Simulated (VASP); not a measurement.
**RbCl: single point with PBE**

RbCl:

```
Rb Cl
1.0
     0.00000    3.34913    3.34913
     3.34913    0.00000    3.34913
     3.34913    3.34913    0.00000
Rb Cl
1 1
Cartesian
  0.0000 0.0000 0.0000
  3.3491 3.3491 3.3491
```

```
Program                : VASP 6.6.1
Task                   : single point
Functional             : PBE
Potentials or basis    : VASP PAW PBE potentials, release 64 (Rb_sv, Cl)
Cutoff                 : 500 eV
k mesh                 : 6 × 6 × 6
Occupations            : gaussian, width 0.02 eV
Spin                   : no spin polarisation
Dipole correction      : no
Further INCAR settings : ALGO = Normal; EDIFF = 1e-06; NBANDS = 15
```

* Pressure: 0.0 GPa
* Band gap on the k mesh: 4.83 eV, direct

Levels at points of the mesh, in eV from the valence-band top:
```csv
k point,band 4,band 5,band 6,band 7,band 8,band 9,band 10,band 11,band 12,band 13
"(0.00, 0.00, 0.00)",-8.10,-8.10,0.00,0.00,0.00,4.83,7.95,7.95,7.95,8.90
"(0.50, 0.00, 0.00)",-8.11,-8.09,-0.79,-0.30,-0.30,7.57,7.78,9.96,9.96,11.17
"(0.50, 0.50, 0.00)",-8.18,-8.18,-0.32,-0.10,-0.10,6.24,7.83,9.42,9.95,10.15
```

Wall time 34 s on 1 thread of Intel Xeon 8259CL (shared host), peak memory 0.2 GiB.

A hybrid or GW would open this gap; PBE tends to underestimate it.
